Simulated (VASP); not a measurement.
Here is a VASP 6.6.1 calculation.

File INCAR:

```
PREC = Accurate ; ENCUT = 600
EDIFF = 1E-6 ; ISMEAR = 0
SIGMA = 0.01 ; LREAL = F
LASPH = T ; NELM = 120
ALGO = Normal ; ISIF = 2
LWAVE = F ; LCHARG = F
GGA = PE ; NBANDS = 16
GGA_COMPAT = F
```

Contents of KPOINTS:

```
regular mesh
0
Gamma
  8 8 3
```

File POSCAR:

```
BN
1.0
    2.5631581854      0.0000000000      0.0000000000
   -1.2815790927      2.2197608158      0.0000000000
    0.0000000000      0.0000000000      6.8081324336
B N
2 2
Direct
    0.3333333333      0.6666666667      0.2500000000
    0.6666666667      0.3333333333      0.7500000000
    0.3333333333      0.6666666667      0.7500000000
    0.6666666667      0.3333333333      0.2500000000
```

Potentials or basis: VASP PAW PBE potentials, release 64 (B, N).

Run with:

```sh
$ cat potpaw_PBE.64/B/POTCAR potpaw_PBE.64/N/POTCAR > POTCAR
$ mpirun -np 1 vasp_std > vasp.out
```

**Question.** What does it give for the pressure?

**Answer.** -12.1 GPa.

**Question.** Predict the band gap on the k mesh.

**Answer.** 4.18 eV (least direct gap 4.51 eV).

Stress tensor (GPa, compression positive):
```
-19.09   0.00   0.00
  0.00 -19.09   0.00
  0.00   0.00   1.82
```

Caveat: the cell stands under tension; an odd mesh through Γ misses points on the zone boundary, where band edges can lie; this functional lacks dispersion, which binds the layers, so the pressure and a relaxed spacing across them are unreliable.
